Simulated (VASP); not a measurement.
Write the native input for VASP 6.6.1 that does the following.

| Property | Result |
| --- | --- |
| Task | relaxation of cell and atoms |
| Functional | PBEsol |
| Potentials or basis | VASP PAW PBE potentials, release 64 (Re) |
| Cutoff | 600 eV |
| k mesh | 13 × 13 × 13 |
| Occupations | fermi-dirac, width 0.1 eV |
| Spin | no spin polarisation |
| Target pressure | 20 GPa |
| Dipole correction | no |
| Further INCAR settings | ALGO = Normal; EDIFF = 1e-06; IBRION = 2; EDIFFG = -0.02; NSW = 80; ISIF = 3 |

The structure of Re lies in POSCAR:

```
Re
1.0
    0.0000000000      2.6750000000      2.6750000000
    2.6750000000      0.0000000000      2.6750000000
    2.6750000000      2.6750000000      0.0000000000
Re
2
Direct
    0.0000000000      0.0000000000      0.0000000000
    0.2500000000      0.2500000000      0.2500000000
```

This isn't the form of Re at room conditions, which is hcp.

One way to write it, as run:

INCAR

```
SYSTEM = Re
ALGO     = Normal         ! electronic algorithm
EDIFF    = 1E-6           ! SCF threshold, eV
EDIFFG   = -0.02          ! ionic threshold
ENCUT    = 600            ! plane-wave cutoff, eV
GGA      = PS             ! functional
IBRION   = 2              ! ionic algorithm
ISIF     = 3              ! what is computed and relaxed
ISMEAR   = -1             ! smearing method
LASPH    = .TRUE.         ! aspherical terms in the spheres
LCHARG   = .FALSE.        ! write CHGCAR
LREAL    = .FALSE.        ! projectors in reciprocal space
LWAVE    = .FALSE.        ! write WAVECAR
NELM     = 100            ! most SCF steps
NSW      = 80             ! ionic steps
PREC     = Accurate       ! precision mode
PSTRESS  = 200.0        
SIGMA    = 0.1            ! smearing width, eV
```

KPOINTS

```
k-points
0
G
  13 13 13
  0 0 0
```

Potentials or basis: VASP PAW PBE potentials, release 64 (Re).

Command:

```bash
$ cat potpaw_PBE.64/Re/POTCAR > POTCAR
$ mpirun -np 1 vasp_std > vasp.out
```

It gave:

- Relaxed volume: 19.87 Å³/atom
- Relaxed cell: a = 3.830 Å, b = 3.830 Å, c = 3.830 Å, α = 60.00°, β = 60.00°, γ = 60.00°
- Space group after relaxing (to 0.1 Å): Fd-3m (No. 227)
- Energy change on relaxing (the run minimises the enthalpy): -113.9 meV/atom
- Ionic steps: 4
- Pressure after relaxing: 20.0 GPa
- Band gap on the k mesh: zero (bands 7 and 8 overlap by 1.30 eV)

Caveat: the cell is relaxed towards a set pressure, so the run minimises the enthalpy, not the energy; the PAW data sets were made with another functional, which shifts forces and pressure a little; spin-orbit coupling is left out, which moves the levels of the heavy elements.

It took 3.1 min on 1 thread of AMD EPYC 7R13, on a shared host, peak memory 0.18 GiB.
